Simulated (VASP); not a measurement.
Input of a VASP 6.6.1 run:

INCAR

```
ALGO = Normal
EDIFF = 1E-8
ENCUT = 520
ISIF = 2
ISMEAR = -1
LASPH = True
LCHARG = False
LEFG = True
LREAL = False
LWAVE = False
NBANDS = 11
NELM = 80
PREC = Accurate
SIGMA = 0.05
```

KPOINTS

```
k-points
0
Gamma
  15 15 15
```

The input POSCAR:

```
BP
1.0
    0.0000000000      2.2537713532      2.2537713532
    2.2537713532      0.0000000000      2.2537713532
    2.2537713532      2.2537713532      0.0000000000
B P
1 1
Direct
    0.0000000000      0.0000000000      0.0000000000
    0.7500000000      0.7500000000      0.7500000000
```

Potentials or basis: VASP PAW LDA potentials, release 64 (B, P).

Run with:

```bash
$ cat potpaw_LDA.64/B/POTCAR potpaw_LDA.64/P/POTCAR > POTCAR
$ mpirun -np 1 vasp_std > vasp.out
```

Question: Estimate the band gap on the k mesh.

Answer: 1.16 eV, indirect (least direct gap 3.41 eV).

Question: Estimate the pressure.

Answer: -2.1 GPa.

Caveat: without QUAD_EFG the Cq values of the log hold for a quadrupole moment of 1 mb, not for the nuclei. A k mesh can miss the band edges.
